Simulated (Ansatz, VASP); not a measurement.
**Au in VASP and in Ansatz**

```
Au
1.0
     0.00000    2.07618    2.07618
     2.07618    0.00000    2.07618
     2.07618    2.07618    0.00000
Au
1
Direct
  0.00000 0.00000 0.00000
```

Change from the starting cell: strain +0.015 along x and y, +0.015 along z, atoms carried along.

Alike in both runs: task single point; functional PBEsol; k mesh 20 × 20 × 20; occupations gaussian, width 0.15 eV; no spin polarisation.

|  | VASP | Ansatz |
| --- | --- | --- |
| version | VASP 6.6.1 | Ansatz 0.2.0 |
| potentials or method | VASP PAW PBE potentials, release 64 (Au), cutoff 520 eV | scalar-relativistic, plane waves, PAW |
| valence electrons in the cell | 11 | 19 |

```tsv
	VASP	Ansatz	Ansatz less VASP
gap on the k mesh at the Fermi level (eV)	none	none	-
pressure (GPa)	-7.8	-7.6	+0.24
```

VASP's potentials were made for PBE, not for PBEsol. A gap of «none» marks a metal or a gap that the smearing closes. The functional is the same, so the differences come from potentials, cutoffs and numerics. VASP's potentials hold 11 valence electrons a cell and Ansatz's 19, so a difference there can come from the potentials and not from the codes.

Neither program's run includes spin-orbit coupling.
